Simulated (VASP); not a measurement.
Set up this calculation in VASP 6.6.1, as the native input.

```yaml
Task: single point
Functional: PBEsol
Dispersion: D3(BJ)
Potentials_or_basis: VASP PAW PBE potentials, release 64 (Eu, S)
Cutoff: 600 eV
k_mesh: 8 × 8 × 8
Occupations: fermi-dirac, width 0.05 eV
Spin: collinear spin, ferromagnetic start
Starting_moments: "[7.0, 0.0] μB"
Dipole_correction: no
Further_INCAR_settings: ALGO = Normal; EDIFF = 1e-06; NBANDS = 22
```

The structure of EuS lies in POSCAR:

```
EuS
1.0
    0.0000000000      2.8208028229      2.8208028229
    2.8208028229      0.0000000000      2.8208028229
    2.8208028229      2.8208028229      0.0000000000
Eu S
1 1
Direct
    0.0000000000      0.0000000000      0.0000000000
    0.5000000000      0.5000000000      0.5000000000
```

One way to write it, as run:

INCAR

```
PREC = Accurate ; ENCUT = 600
EDIFF = 1E-6 ; ISMEAR = -1
SIGMA = 0.05 ; LREAL = False
LASPH = True ; NELM = 200
ALGO = Normal ; ISIF = 2
LWAVE = False ; LCHARG = False
ISPIN = 2 ; MAGMOM = 7 0
LORBIT = 11 ; LMAXMIX = 6
GGA = PS ; IVDW = 12
NBANDS = 22 ; GGA_COMPAT = False
```

KPOINTS

```
Automatic mesh
0
Gamma
  8 8 8
```

Potentials or basis: VASP PAW PBE potentials, release 64 (Eu, S).

Command:

```bash
$ cat potpaw_PBE.64/Eu/POTCAR potpaw_PBE.64/S/POTCAR > POTCAR
$ mpirun -np 1 vasp_std > vasp.out
```

Results of the run:

The pressure is -0.2 GPa and the net moment is 6.88 μB per cell. The site moments are Eu +6.51; S -0.08 μB and the valence electrons inside the program's atomic spheres are Eu 14.76; S 3.76. The dispersion energy per atom is -0.400 eV.

Caveat: the PAW data sets were made with another functional, which shifts forces and pressure a little; a cell with one magnetic atom can't hold antiferromagnetic order, which such compounds often take.

Wall time 70 s on 1 thread of Oxide Virtual Turin-like Processor, on a shared host, peak memory 0.23 GiB.
